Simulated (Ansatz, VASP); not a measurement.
# One calculation of Y, two programs

```xyz
1
Lattice="0.0000 2.6838 2.3856 2.6838 0.0000 2.3856 2.6838 2.6838 0.0000" Properties=species:S:1:pos:R:3 pbc="T T T"
Y     0.0000    0.0000    0.0000
```

Change from the starting cell: strain +0.080 along x and y, -0.040 along z, atoms carried along.

Alike in both runs: task single point; functional LDA; k mesh 16 × 16 × 16; occupations gaussian, width 0.15 eV; no spin polarisation.

```csv
,VASP,Ansatz
version,VASP 6.6.1,Ansatz 0.2.0
potentials or method,"VASP PAW LDA potentials, release 64 (Y_sv), cutoff 520 eV","scalar-relativistic, plane waves, PAW"
valence electrons in the cell,11,11
```

VASP gave:

| Quantity | Value |
| --- | --- |
| gap on the k mesh at the Fermi level (eV) | none |
| pressure (GPa) | -5.5 |
| traceless stress, the component that is largest in VASP (GPa) | 1.69 |

What did Ansatz give for the same quantities?

gap on the k mesh at the Fermi level (eV): none; pressure (GPa): -5.4; traceless stress, the component that is largest in VASP (GPa): 1.67.

LDA's correlation is that of Perdew and Zunger in VASP and of Perdew and Wang (1992) in Ansatz. A gap of «none» marks a metal or a gap that the smearing closes.
